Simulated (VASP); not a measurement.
Set up this calculation in VASP 6.6.1, as the native input.

- Task: single point
- Functional: PBE
- Potentials or basis: VASP PAW PBE potentials, release 64 (Be)
- Cutoff: 520 eV
- k mesh: 24 × 24 × 14
- Occupations: gaussian, width 0.15 eV
- Spin: no spin polarisation
- Dipole correction: no
- Further INCAR settings: ALGO = Normal; EDIFF = 1e-06; NBANDS = 9

The structure of Be lies in POSCAR:

```
Be
1.0
    2.2995019849      0.0000000000      0.0000000000
   -1.1497509925      1.9914271350      0.0000000000
    0.0000000000      0.0000000000      3.6909225000
Be
2
Direct
    0.3333333333      0.6666666667      0.2500000000
    0.6666666667      0.3333333333      0.7500000000
```

This cell differs from its parent crystal: strain +0.000 along x and y, +0.025 along z.

These files were run (other wordings do the same):

INCAR

```
  ALGO = Normal
  EDIFF = 1E-6
  ENCUT = 520
  GGA = PE
  ISIF = 2
  ISMEAR = 0
  LASPH = True
  LCHARG = False
  LREAL = False
  LWAVE = False
  NBANDS = 9
  NELM = 100
  PREC = Accurate
  SIGMA = 0.15
```

KPOINTS

```
k-points
0
Gamma
  24 24 14
```

Potentials or basis: VASP PAW PBE potentials, release 64 (Be).

Run with:

```sh
$ cat potpaw_PBE.64/Be/POTCAR > POTCAR
$ mpirun -np 1 vasp_std > vasp.out
```

It gave:

* Pressure: -7.3 GPa
* Band gap on the k mesh: zero (band 2 reaches 7.43 eV, above the bottom of band 3 at 5.55 eV)

Caveat: the cell differs from its parent crystal (strain +0.000 along x and y, +0.025 along z).

Run time: 18 s on 1 thread of Intel(R) Xeon(R) 6975P-C (Granite Rapids) (shared host), peak memory 0.17 GiB.
